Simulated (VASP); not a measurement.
Crystal: SnTe.

```
Te Sn
1.0
     0.00000    3.17172    3.17172
     3.17172    0.00000    3.17172
     3.17172    3.17172    0.00000
Te Sn
1 1
Direct
  0.50000 0.50000 0.50000
  0.00000 0.00000 0.00000
```

Base run:

- Program: VASP 6.6.1
- Functional: PBEsol
- Potentials or basis: VASP PAW PBE potentials, release 64 (Te, Sn_d)
- Cutoff: 520 eV
- k mesh: 7 × 7 × 7
- Occupations: fermi-dirac, width 0.05 eV
- Spin: non-collinear spin, zero start, spin-orbit coupling
- Starting moments: [[0.0, 0.0, 0.0], [0.0, 0.0, 0.0]] μB

Its results: pressure -1.2 GPa; net moment 0.00 μB per cell.

The run is repeated on the same cell with these changes: functional from PBEsol to PBE. What comes out?

Pressure 1.3 GPa; net moment 0.00 μB per cell.

PBE binds less tightly than PBEsol, so the same cell stands under more pressure.

Caveats: the PAW data sets were made with another functional, which shifts forces and pressure a little (at least some runs).
